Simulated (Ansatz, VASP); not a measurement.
One calculation of SnTe, two programs

File POSCAR:

```
SnTe
1.0
    0.0000000000      3.6111460000      3.6111460000
    3.6111460000      0.0000000000      3.6111460000
    3.6111460000      3.6111460000      0.0000000000
Te Sn
1 1
Direct
    0.2500000000      0.2500000000      0.2500000000
    0.0000000000      0.0000000000      0.0000000000
```

The input INCAR.step1:

```
PREC = Accurate
ENCUT = 520
EDIFF = 1E-5
ISMEAR = -1
SIGMA = 0.05
LREAL = False
LASPH = True
NELM = 60
ALGO = Normal
ISIF = 2
LWAVE = True
LCHARG = False
GGA = PE
NBANDS = 17
```

INCAR.step2

```
PREC = Accurate
ENCUT = 520
EDIFF = 1E-6
ISMEAR = -1
SIGMA = 0.05
LREAL = False
LASPH = True
NELM = 60
ALGO = Normal
ISIF = 2
LWAVE = False
LCHARG = False
GGA = B3
LHFCALC = True
AEXX = 0.2
AGGAX = 0.72
AGGAC = 0.81
ALDAC = 0.19
PRECFOCK = Normal
ISTART = 1
NBANDS = 17
```

The input KPOINTS:

```
Automatic mesh
0
Gamma
  4 4 4
```

The input input:

```
crystal:
  lattice:
    - [0.0, 3.611146, 3.611146]
    - [3.611146, 0.0, 3.611146]
    - [3.611146, 3.611146, 0.0]
  atoms:
    - { symbol: Te, position: [0.25, 0.25, 0.25] }
    - { symbol: Sn, position: [0.0, 0.0, 0.0] }
hamiltonian:
  xc: b3lyp
  pseudopotentials: { kind: paw }
kpoints:
  mp_grid: { grid: [4, 4, 4] }
  band_path:
    path:
      - [[0.0, 0.0, 0.0], [0.5, 0.0, 0.5], [0.5, 0.25, 0.75], [0.375, 0.375, 0.75], [0.0, 0.0, 0.0], [0.5, 0.5, 0.5], [0.625, 0.25, 0.625], [0.5, 0.25, 0.75], [0.5, 0.5, 0.5], [0.375, 0.375, 0.75]]
      - [[0.625, 0.25, 0.625], [0.5, 0.0, 0.5]]
    npoints: 4
scf:
  occupations: { method: fermi_dirac, width: 0.05 }
  n_extra_bands: 6
output:
  forces: true
  stress: true
  eigenvalues: true
  fatbands: false
  write_density: true
  write_potential: true
  elf: true
  volumetric_format: npy
```

Alike in both runs: functional B3LYP; k mesh 4 × 4 × 4; occupations fermi-dirac, width 0.05 eV; no spin polarisation.

|  | VASP | Ansatz |
| --- | --- | --- |
| version | VASP 6.6.1 | Ansatz 0.2.0 |
| potentials or method | VASP PAW PBE potentials, release 64 (Te, Sn_d) | Ansatz PAW |
| plane-wave cutoff (eV) | 520 | 420 |
| valence electrons in the cell | 20 | 30 |
| task | single point | band structure |

|  | VASP | Ansatz | Ansatz less VASP |
| --- | --- | --- | --- |
| gap on the k mesh at the Fermi level (eV) | 0.86 | 0.84 | -0.013 |
| least direct gap on the mesh (eV) | 1.61 | 1.60 | -0.007 |
| pressure (GPa) | 0.8 | 0.8 | +0.08 |

VASP's potentials were made for PBE, not for B3LYP. The functional is the same, so the differences come from potentials, cutoffs and numerics. VASP's potentials hold 20 valence electrons a cell and Ansatz's 30, so a difference there can come from the potentials and not from the codes.

Neither program's run includes spin-orbit coupling.
